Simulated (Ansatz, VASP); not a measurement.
One calculation of ZrS, two programs

```
Zr S
1.0
     0.00000    2.56823    2.56823
     2.56823    0.00000    2.56823
     2.56823    2.56823    0.00000
Zr S
1 1
Direct
  0.00000 0.00000 0.00000
  0.50000 0.50000 0.50000
```

Alike in both runs: functional LDA; k mesh 14 × 14 × 14; occupations fermi-dirac, width 0.15 eV; no spin polarisation.

Ansatz relaxed the structure, and its values are those at the end. VASP's run is a single point on that final structure, the one shown.

|  | VASP | Ansatz |
| --- | --- | --- |
| version | VASP 6.6.1 | Ansatz 0.2.0 |
| potentials or method | VASP PAW LDA potentials, release 64 (Zr_sv, S), cutoff 520 eV | scalar-relativistic, plane waves, PAW |
| valence electrons in the cell | 18 | 18 |

Ansatz gave:

* gap on the k mesh at the Fermi level (eV): none
* pressure (GPa): 0.0

Q: What did VASP give for the same quantities?

A: gap on the k mesh at the Fermi level (eV): none; pressure (GPa): 0.3.

LDA's correlation is that of Perdew and Zunger in VASP and of Perdew and Wang (1992) in Ansatz. A gap of «none» marks a metal or a gap that the smearing closes.
